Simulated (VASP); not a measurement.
Wanted: the native input for a VASP 6.6.1 run.

```yaml
Task: single point
Functional: PBEsol
Potentials_or_basis: VASP PAW PBE potentials, release 64 (K_sv)
Cutoff: 520 eV
k_mesh: 4 × 4 × 2
Occupations: fermi-dirac, width 0.2 eV
Spin: no spin polarisation
Dipole_correction: no
Further_INCAR_settings: ALGO = Normal; EDIFF = 1e-07; NBANDS = 30
```

The structure of K lies in POSCAR:

```
K
1.0
    6.1224046116      0.0000000000      0.0000000000
    0.0000000000      6.1224046116      0.0000000000
    0.0000000000      0.0000000000     11.1554839068
K
5
Direct
    0.0000000000      0.0000000000      0.0000000000
    0.5000000000      0.0000000000      0.3079720000
    0.0000000000      0.5000000000      0.3079720000
    0.0000000000      0.5000000000      0.6920280000
    0.5000000000      0.0000000000      0.6920280000
```

The input as run:

INCAR

```
PREC = Accurate
ENCUT = 520
EDIFF = 1E-7
ISMEAR = -1
SIGMA = 0.2
LREAL = F
LASPH = T
NELM = 60
ALGO = Normal
ISIF = 2
LWAVE = F
LCHARG = T
GGA = PS
LELF = T
LVHAR = T
NBANDS = 30
```

KPOINTS

```
Automatic mesh
0
Gamma
  4 4 2
```

Potentials or basis: VASP PAW PBE potentials, release 64 (K_sv).

Command:

```bash
$ cat potpaw_PBE.64/K_sv/POTCAR > POTCAR
$ mpirun -np 1 vasp_std > vasp.out
```

It gave:

```
Pressure               : -0.1 GPa
Band gap on the k mesh : zero (an odd number of electrons rules out a gap without spin polarisation)
```

Caveat: the PAW data sets were made with another functional, which shifts forces and pressure a little.

It took 4.6 min on 1 thread of AMD EPYC 7R43 64-Core Processor (Zen 3), with other jobs on the host, peak memory 0.45 GiB.
